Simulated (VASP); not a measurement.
Here is a VASP 6.6.1 calculation.

INCAR

```
  ALGO = Normal
  EDIFF = 1E-6
  ENCUT = 520
  GGA = CA
  ISIF = 2
  ISMEAR = 0
  LASPH = True
  LCHARG = False
  LREAL = False
  LWAVE = False
  NBANDS = 16
  NELM = 60
  PREC = Accurate
  SIGMA = 0.01
```

KPOINTS

```
k-points
0
Gamma
  10 10 10
```

POSCAR

```
GaP
1.0
    0.0000000000      2.4757240818      2.4757240818
    2.4757240818      0.0000000000      2.4757240818
    2.4757240818      2.4757240818      0.0000000000
Ga P
1 1
Direct
    0.0000000000      0.0000000000      0.0000000000
    0.7500000000      0.7500000000      0.7500000000
```

Potentials or basis: VASP PAW LDA potentials, release 64 (Ga_d, P).

Launch:

```bash
$ cat potpaw_LDA.64/Ga_d/POTCAR potpaw_LDA.64/P/POTCAR > POTCAR
$ mpirun -np 1 vasp_std > vasp.out
```

(1) Estimate the band gap on the k mesh.

(2) What does it give for the pressure?

Answers

(1) 0.77 eV, indirect (least direct gap 3.56 eV).

(2) 40.2 GPa.
